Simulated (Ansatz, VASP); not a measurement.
# C in VASP and in Ansatz

```
CELL_PARAMETERS angstrom
0.00000 1.78337 1.78337
1.78337 0.00000 1.78337
1.78337 1.78337 0.00000
ATOMIC_POSITIONS crystal
C 0.75000 0.75000 0.75000
C 0.50000 0.50000 0.50000
```

Alike in both runs: task single point; functional PBE; k mesh 6 × 6 × 6; occupations fermi-dirac, width 0.05 eV; no spin polarisation.

|  | VASP | Ansatz |
| --- | --- | --- |
| version | VASP 6.6.1 | Ansatz 0.2.0 |
| potentials or method | VASP PAW PBE potentials, release 64 (C), cutoff 520 eV | all-electron PAW datasets made for the crystal |

VASP gave:

- gap on the k mesh at the Fermi level (eV): 4.15
- least direct gap on the mesh (eV): 5.59
- pressure (GPa): 2.5

Problem. Which values does Ansatz return?

Solution. gap on the k mesh at the Fermi level (eV): 4.16; least direct gap on the mesh (eV): 5.60; pressure (GPa): 1.8.

Ansatz ran all-electron here, and VASP with PAW potentials.

The k mesh is coarse, so the values compare programs but aren't converged.
